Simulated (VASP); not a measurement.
Write the native input for VASP 6.6.1 that does the following.

- Task: single point
- Functional: PBE
- Potentials or basis: VASP PAW PBE potentials, release 64 (Zn)
- Cutoff: 520 eV
- k mesh: 16 × 16 × 16
- Occupations: gaussian, width 0.1 eV
- Spin: no spin polarisation
- Dipole correction: no
- Further INCAR settings: ALGO = Fast; EDIFF = 1e-06; NBANDS = 12

The structure of Zn lies in POSCAR:

```
Zn
1.0
    0.0000000000      1.9634652250      1.9634652250
    1.9634652250      0.0000000000      1.9634652250
    1.9634652250      1.9634652250      0.0000000000
Zn
1
Direct
    0.0000000000      0.0000000000      0.0000000000
```

These files were run (other wordings do the same):

INCAR

```
SYSTEM = Zn
ALGO = Fast ; EDIFF = 1E-6
ENCUT = 520 ; GGA = PE
ISIF = 2 ; ISMEAR = 0
LASPH = .True. ; LCHARG = .False.
LREAL = .False. ; LWAVE = .False.
NBANDS = 12 ; NELM = 100
PREC = Accurate ; SIGMA = 0.1
```

KPOINTS

```
k-points
0
Gamma
  16 16 16
  0 0 0
```

Potentials or basis: VASP PAW PBE potentials, release 64 (Zn).

The run is started by

```console
$ cat potpaw_PBE.64/Zn/POTCAR > POTCAR
$ mpirun -np 1 vasp_std > vasp.out
```

It gave:

The pressure is 0.2 GPa. The band gap on the k mesh is zero (band 6 reaches 5.35 eV, above the bottom of band 7 at 1.72 eV).

Run time: 16 s on 1 thread of Intel(R) Xeon(R) Platinum 8259CL CPU @ 2.50GHz (Skylake/Cascade Lake) (shared host), peak memory 0.15 GiB.
